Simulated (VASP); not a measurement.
**TiC: single point with PBE**

The system is TiC.

```
Ti C
1.0
     0.00000    2.36392    2.36392
     2.36392    0.00000    2.36392
     2.36392    2.36392    0.00000
Ti C
1 1
Direct
  0.00000 0.00000 0.00000
  0.25000 0.25000 0.25000
```

| Quantity | Value |
| --- | --- |
| Program | VASP 6.6.1 |
| Task | single point |
| Functional | PBE |
| Potentials or basis | VASP PAW PBE potentials, release 64 (Ti_sv, C) |
| Cutoff | 600 eV |
| k mesh | 6 × 6 × 6 |
| Occupations | gaussian, width 0.05 eV |
| Spin | no spin polarisation |

```yaml
Pressure: 0.0 GPa
Band_gap_on_the_k_mesh: 0.51 eV, direct
```

Levels at points of the mesh, in eV from the valence-band top:
```
           k point  band 6  band 7  band 8  band 9  band 10  band 11
(0.00, 0.00, 0.00)   -1.92   -1.92   -1.92    2.35     2.35     5.85
(0.50, 0.00, 0.00)   -2.87   -1.40   -1.40    2.78     2.78     3.28
(0.50, 0.50, 0.00)   -3.55   -0.04   -0.04    0.67     3.14     3.97
```

Run time: 4.9 s on 1 thread of AMD EPYC 9R45 96-Core Processor (Zen 5), on a shared host, peak memory 0.13 GiB.

A k mesh can miss the band edges. As with any semilocal functional, this PBE gap is likely too small.
